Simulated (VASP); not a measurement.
## AlFe: single point with PBE

AlFe:

```
Al Fe
1.0
     2.96707    0.00000    0.00000
     0.00000    2.96707    0.00000
     0.00000    0.00000    2.96707
Al Fe
1 1
Direct
  0.00000 0.00000 0.00000
  0.50000 0.50000 0.50000
```

```
Program             : VASP 6.6.1
Task                : single point
Functional          : PBE
Potentials or basis : VASP PAW PBE potentials, release 64 (Al, Fe)
Cutoff              : 520 eV
k mesh              : 12 × 12 × 12
Occupations         : fermi-dirac, width 0.05 eV
Spin                : collinear spin, ferromagnetic start
Starting moments    : [0.0, 3.0] μB
```

```json
{
  "Pressure": "-13.5 GPa",
  "Net moment": "0.79 μB per cell",
  "Site moments": "Al -0.03; Fe +0.85 μB",
  "Valence electrons inside the program's atomic spheres": "Al 0.79; Fe 7.24"
}
```

Levels at points of the mesh, in eV from the Fermi level:
Spin up:
| k point | band 2 | band 3 | band 4 | band 5 | band 6 | band 7 | band 8 | band 9 | band 10 | band 11 |
| --- | --- | --- | --- | --- | --- | --- | --- | --- | --- | --- |
| (0.00, 0.00, 0.00) | -2.31 | -2.31 | -0.53 | -0.53 | -0.53 | 5.76 | 5.76 | 5.76 | 8.77 | 8.77 |
| (0.50, 0.00, 0.00) | -5.71 | -1.79 | -1.35 | -1.35 | -0.43 | 0.59 | 8.47 | 10.37 | 10.37 | 10.82 |
| (0.50, 0.50, 0.00) | -2.38 | -2.07 | -2.07 | -1.13 | -1.13 | 0.21 | 2.74 | 3.27 | 11.69 | 15.12 |
| (0.50, 0.50, 0.50) | -3.38 | -3.38 | 0.24 | 0.24 | 2.79 | 2.79 | 2.79 | 3.34 | 5.22 | 5.22 |
Spin down:
```
           k point  band 2  band 3  band 4  band 5  band 6  band 7  band 8  band 9
(0.00, 0.00, 0.00)   -1.86   -1.86    0.41    0.41    0.41    5.77    5.77    5.77
(0.50, 0.00, 0.00)   -5.64   -1.26   -0.53   -0.53    0.53    1.20    8.33   10.45
(0.50, 0.50, 0.00)   -2.09   -2.09   -2.02   -0.27   -0.27    0.86    3.14    3.89
(0.50, 0.50, 0.50)   -2.92   -2.92    0.90    0.90    2.85    2.85    2.85    3.24
```

Wall time 25 s on 1 thread of Intel(R) Xeon(R) Platinum 8488C (Sapphire Rapids), on a shared host, peak memory 0.19 GiB.

Caveat: the cell stands under tension.
